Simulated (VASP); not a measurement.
# Co (P-3m1) in VASP: single point with PBEsol

Aim: the single point of Co with PBEsol.

All numbers are computed with VASP 6.6.1; they aren't measurements. Logs are shortened: lines on timing, memory, paths and dates and some standing lists are left out, and cuts for length are marked.

### 1 The cell of the first run

The structure is trigonal, space group P-3m1 (No. 164). Conventional cell: a = 2.487 Å, b = 2.487 Å, c = 4.063 Å, α = 90.00°, β = 90.00°, γ = 120.00°. Within 3.2 Å of Co (site symmetry 3m) lie 12 Co at 2.42 to 2.55 Å.

### 2 Single point, PBEsol, collinear spin, ferromagnetic start

INCAR

```
PREC = Accurate ; ENCUT = 520
EDIFF = 1E-6 ; ISMEAR = -1
SIGMA = 0.15 ; LREAL = F
LASPH = T ; NELM = 150
ALGO = Normal ; ISIF = 2
LWAVE = F ; LCHARG = F
ISPIN = 2 ; MAGMOM = 2.5 2.5
LORBIT = 11 ; LMAXMIX = 4
GGA = PS ; NBANDS = 20
```

KPOINTS

```
regular mesh
0
Gamma
  15 15 8
```

POSCAR

```
Co
1.0
    2.4873650000      0.0000000000      0.0000000000
   -1.2436820000      2.1541210000      0.0000000000
    0.0000000000      0.0000000000      4.0632900000
Co
2
Direct
    0.6666666667      0.3333333333      0.2598610000
    0.3333333333      0.6666666667      0.7401390000
```

Potentials or basis: VASP PAW PBE potentials, release 64 (Co).

The run is started by

```bash
$ cat potpaw_PBE.64/Co/POTCAR > POTCAR
$ mpirun -np 1 vasp_std > vasp.out
```

OUTCAR:

```text
PREC = Accurate
   ENCUT = 520
   EDIFF = 1E-6
   ISMEAR = -1
   LREAL = F
   LASPH = T
   NELM = 150
   ISIF = 2
   ISPIN = 2
   LORBIT = 11
   GGA = PS

 ion  position               nearest neighbor table
   1  0.667  0.333  0.260-   2 2.42   2 2.42   2 2.42   2 2.55   2 2.55   2 2.55
   2  0.333  0.667  0.740-   1 2.42   1 2.42   1 2.42   1 2.55   1 2.55   1 2.55

  LATTYP: Found a hexagonal cell.
 ALAT       =     2.4873650000
 C/A-ratio  =     1.6335720733

  Lattice vectors:

 A1 = (   2.4873650000,   0.0000000000,   0.0000000000)
 A2 = (  -1.2436820000,   2.1541210000,   0.0000000000)
 A3 = (   0.0000000000,   0.0000000000,   4.0632900000)

Analysis of symmetry for initial positions (statically):
=====================================================================
 Subroutine PRICEL returns:
 Original cell was already a primitive cell.

 Routine SETGRP: Setting up the symmetry group for a
 hexagonal supercell.

 Subroutine GETGRP returns: Found 12 space group operations
 (whereof 12 operations were pure point group operations)
 out of a pool of 24 trial point group operations.

The static configuration has the point symmetry D_3d.

Analysis of symmetry for dynamics (positions and initial velocities):
=====================================================================
 Subroutine PRICEL returns:
 Original cell was already a primitive cell.

 Routine SETGRP: Setting up the symmetry group for a
 hexagonal supercell.

 Subroutine GETGRP returns: Found 12 space group operations
 (whereof 12 operations were pure point group operations)
 out of a pool of 24 trial point group operations.

The dynamic configuration has the point symmetry D_3d.

Analysis of structural, dynamic, and magnetic symmetry:
=====================================================================
 Subroutine PRICEL returns:
 Original cell was already a primitive cell.

 Routine SETGRP: Setting up the symmetry group for a
 hexagonal supercell.

 Subroutine GETGRP returns: Found 12 space group operations
 (whereof 12 operations were pure point group operations)
 out of a pool of 24 trial point group operations.

The overall configuration has the point symmetry D_3d.

 Subroutine INISYM returns: Found 12 space group operations
 (whereof 12 operations are pure point group operations),
 and found     1 'primitive' translations

----------------------------------------------------------------------------------------

                                     Primitive cell

  volume of cell :      21.7715

  direct lattice vectors                    reciprocal lattice vectors
     2.487365000  0.000000000  0.000000000     0.402031869  0.232113145  0.000000000
    -1.243682000  2.154121000  0.000000000     0.000000000  0.464226476  0.000000000
     0.000000000  0.000000000  4.063290000     0.000000000  0.000000000  0.246105988

  length of vectors
     2.487365000  2.487364509  4.063290000     0.464226384  0.464226476  0.246105988

  position of ions in fractional coordinates (direct lattice)
     0.666666667  0.333333333  0.259861000
     0.333333333  0.666666667  0.740139000

  ion indices of the primitive-cell ions
   primitive index   ion index
                 1           1
                 2           2

----------------------------------------------------------------------------------------

 KPOINTS: regular mesh

Automatic generation of k-mesh.
 Grid dimensions read from file:
 generate k-points for:   15   15    8

 Generating k-lattice:

  Cartesian coordinates                     Fractional coordinates (reciprocal lattice)
     0.026802125  0.015474210  0.000000000     0.066666667  0.000000000  0.000000000
     0.000000000  0.030948432  0.000000000     0.000000000  0.066666667  0.000000000
     0.000000000  0.000000000  0.030763249     0.000000000  0.000000000  0.125000000

  Length of vectors
     0.030948426  0.030948432  0.030763249

  Shift w.r.t. Gamma in fractional coordinates (k-lattice)
     0.000000000  0.000000000  0.000000000

 Subroutine IBZKPT returns following result:
 ===========================================

 Found    192 irreducible k-points:

 Following reciprocal coordinates:
            Coordinates               Weight
  0.000000  0.000000  0.000000      1.000000
  0.066667  0.000000  0.000000      6.000000
  0.133333  0.000000  0.000000      6.000000
  0.200000  0.000000  0.000000      6.000000
  0.266667  0.000000  0.000000      6.000000
  0.333333 -0.000000  0.000000      6.000000
[... 16 lines left out ...]
  0.333333  0.200000  0.000000     12.000000
  0.400000  0.200000  0.000000      6.000000
 [... further k-points ...]
   k-points           NKPTS =    192   k-points in BZ     NKDIM =    192   number of bands    NBANDS=     20
   number of dos      NEDOS =    301   number of ions     NIONS =      2
   total plane-waves  NPLWV =   9720
   dimension x,y,z NGX =    18 NGY =   18 NGZ =   30
   dimension x,y,z NGXF=    36 NGYF=   36 NGZF=   60
   ions per type =               2
   NGX,Y,Z   is equivalent  to a cutoff of  12.03, 12.03, 12.27 a.u.
   NGXF,Y,Z  is equivalent  to a cutoff of  24.06, 24.06, 24.55 a.u.
 SYSTEM =  unknown system
   PREC   = accura    normal or accurate (medium, high low for compatibility)
   ISTART =      0    job   : 0-new  1-cont  2-samecut
   ICHARG =      2    charge: 1-file 2-atom 10-const
   ISPIN  =      2    spin polarized calculation?
   LNONCOLLINEAR =      F non collinear calculations
   LSORBIT =      F    spin-orbit coupling
   LASPH  =      T    aspherical Exc in radial PAW
   ENCUT  =  520.0 eV  38.22 Ry    6.18 a.u.   4.62  4.62  7.56*2*pi/ulx,y,z
   NELM   =    150;   NELMIN=  2; NELMDL= -5     # of ELM steps
   EDIFF  = 0.1E-05   stopping-criterion for ELM
   LREAL  =      F    real-space projection
   EDIFFG = 0.1E-04   stopping-criterion for IOM
   NSW    =      0    number of steps for IOM
   IBRION =     -1    ionic relax: 0-MD 1-quasi-New 2-CG
   NFREE  =      0    steps in history (QN), initial steepest desc. (CG)
   ISIF   =      2    stress and relaxation
   ISYM   =      2    0-nonsym 1-usesym 2-fastsym
   POTIM  = 0.5000    time-step for ionic-motion
   TEBEG  =    0.0;   TEEND  =   0.0 temperature during run
   PSTRESS=    0.0 pullay stress
   NELECT =      18.0000    total number of electrons
   NUPDOWN=      -1.0000    fix difference up-down
   EMIN   =  10.00;   EMAX   =-10.00  energy-range for DOS
   EFERMI =   0.00;   METHOD = LEGACY
   ISMEAR =    -1;   SIGMA  =   0.15  broadening in eV -4-tet -1-fermi 0-gaus
   EFERMI_NEDOS =   21; number of points for ismear=-14 and -15
   IALGO  =     38    algorithm
   IMIX   =      4    mixing-type and parameters
     AMIX     =   0.40;   BMIX     =  1.00
     AMIX_MAG =   1.60;   BMIX_MAG =  1.00
  volume/ion in A,a.u.               =      10.89        73.46
  Fermi-wavevector in a.u.,A,eV,Ry     =   1.536514  2.903590 32.121658  2.360875
  Thomas-Fermi vector in A             =   2.643152
   LORBIT       =     11    0 simple, 1 ext, 2 COOP (PROOUT), +10 PAW based schemes
   GGA     = PS    functional components
   LHFCALC =     F    Hartree Fock is set to
   AEXX    =    0.0000 exact exchange contribution
   IVDW    =     0    specifies the selected vdW correction
   LEPSILON=     F    determine dielectric tensor
   LRPA    =     F    only Hartree local field effects (RPA)
 spin polarized calculation
  energy-cutoff  :      520.00
  volume of cell :       21.77
 maximum number of plane-waves:       600
   NGX =  9   NGY =  9   NGZ = 15

 number of electron      17.9999997 magnetization       3.1872630

 Free energy of the ion-electron system (eV)
  ---------------------------------------------------
  ext. energy  EPLUGINS =         0.00000000
  ---------------------------------------------------
  free energy    TOTEN  =       -15.48400317 eV

  energy without entropy =      -15.33252603  energy(sigma->0) =      -15.40826460

 E-fermi :  10.0437     XC(G=0): -13.5551

 val. band max:       10.0427755723   @ k =   0.2000   0.0000   0.0000
 cond. band min:      10.0466080663   @ k =   0.4000   0.0000   0.3750
 fundamental gap:      0.0038324940
 Fermi energy:        10.0437342824

 spin component 1

 k-point     1 :       0.0000    0.0000    0.0000
  band No.  band energies     occupation
      1       1.0672      1.00000
      2       4.8754      1.00000
      3       7.4014      1.00000
      4       7.4559      1.00000
      5       7.4559      1.00000
      6       7.7478      1.00000
[... 12 lines left out ...]
     19      36.0003      0.00000
     20      36.0003      0.00000
[... 507 lines left out ...]
 k-point    24 :       0.4000    0.2000    0.0000
  band No.  band energies     occupation
      1       5.6520      1.00000
      2       5.7974      1.00000
      3       5.8234      1.00000
      4       6.8159      1.00000
      5       7.1734      1.00000
      6       7.3800      1.00000
[... 12 lines left out ...]
     19      29.2634      0.00000
     20      38.8351      0.00000

 [... further k-points ...]

 spin component 2

 k-point     1 :       0.0000    0.0000    0.0000
  band No.  band energies     occupation
      1       1.1338      1.00000
      2       5.8098      1.00000
      3       8.9547      0.99930
      4       9.0559      0.99862
      5       9.0559      0.99862
      6       9.3737      0.98865
[... 12 lines left out ...]
     19      36.3430      0.00000
     20      36.3430      0.00000
[... 507 lines left out ...]
 k-point    24 :       0.4000    0.2000    0.0000
  band No.  band energies     occupation
      1       6.7338      1.00000
      2       6.8861      1.00000
      3       7.0271      1.00000
      4       7.7069      1.00000
      5       8.7055      0.99987
      6       8.8453      0.99966
[... 12 lines left out ...]
     19      29.6424      0.00000
     20      39.1755      0.00000

 [... further k-points ...]

------------------------ aborting loop because EDIFF is reached ----------------------------------------

  FORCE on cell =-STRESS in cart. coord.  units (eV):
  Direction    XX          YY          ZZ          XY          YZ          ZX
  --------------------------------------------------------------------------------------
  -------------------------------------------------------------------------------------
  Total       -1.2802911     -1.2802908     -1.4784649     -0.0000003     -0.0000000      0.0000000
  in kB      -94.2175637    -94.2175394   -108.8013201     -0.0000219     -0.0000000      0.0000000
  external PRESSURE =     -99.0788077 kB  Pullay stress =       0.0000000 kB

 VOLUME and BASIS-vectors are now :
 -----------------------------------------------------------------------------
  energy-cutoff  :      520.00
  volume of cell :       21.77
      direct lattice vectors                 reciprocal lattice vectors
     2.487365000  0.000000000  0.000000000     0.402031869  0.232113145  0.000000000
    -1.243682000  2.154121000  0.000000000     0.000000000  0.464226476  0.000000000
     0.000000000  0.000000000  4.063290000     0.000000000  0.000000000  0.246105988

 POSITION                                       TOTAL-FORCE (eV/Angst)
 -----------------------------------------------------------------------------------
      1.24368      0.71804      1.05589        -0.000000     -0.000000     -0.497268
      0.00000      1.43608      3.00740         0.000000      0.000000      0.497268
 -----------------------------------------------------------------------------------
    total drift:                                0.000000     -0.000000     -0.000000

  FREE ENERGIE OF THE ION-ELECTRON SYSTEM (eV)
  ---------------------------------------------------
  free  energy   TOTEN  =       -15.4840031680 eV

  energy  without entropy=      -15.3325260255  energy(sigma->0) =      -15.40826460

 total charge

# of ion       s       p       d       tot
------------------------------------------
    1        0.490   0.524   7.258   8.271
    2        0.490   0.524   7.258   8.271
--------------------------------------------------
tot          0.979   1.047  14.516  16.542

 magnetization (x)

# of ion       s       p       d       tot
------------------------------------------
    1       -0.014  -0.048   1.669   1.607
    2       -0.014  -0.048   1.669   1.607
--------------------------------------------------
tot         -0.028  -0.096   3.338   3.214
```

Run time: 2.1 min. Hardware: 1 thread of AMD EPYC 7R43 (Zen 3), shared host; peak memory 0.19 GiB.

What came out:

```
Free energy                                           : -15.4840 eV
Pressure                                              : -9.9 GPa
Largest force                                         : 0.497 eV/Å
Net moment                                            : 3.19 μB per cell
Site moments                                          : Co +1.61 μB
Valence electrons inside the program's atomic spheres : Co 8.27
```

Forces on the atoms (eV/Å):
```
Co   0.000  0.000 -0.497
Co   0.000  0.000  0.497
```

Stress tensor (GPa, compression positive):
```
 -9.42   0.00   0.00
  0.00  -9.42   0.00
  0.00   0.00 -10.88
```

Levels at points of the mesh, in eV from the Fermi level:
Spin up:
```tsv
k point	band 8	band 9	band 10	band 11	band 12	band 13	band 14	band 15
(0.00, 0.00, 0.00)	-1.87	-1.87	-0.80	-0.80	-0.24	6.11	21.99	24.61
(0.00, 0.00, 0.50)	-2.62	-1.22	-1.22	-1.03	-1.03	14.08	15.24	22.59
```
Spin down:
| k point | band 5 | band 6 | band 7 | band 8 | band 9 | band 10 |
| --- | --- | --- | --- | --- | --- | --- |
| (0.00, 0.00, 0.00) | -0.99 | -0.67 | -0.67 | -0.19 | -0.12 | -0.12 |
| (0.00, 0.00, 0.50) | -1.04 | -1.04 | -1.04 | -1.04 | 0.62 | 0.62 |

Caveat: the cell stands under tension; the PAW data sets were made with another functional, which shifts forces and pressure a little.
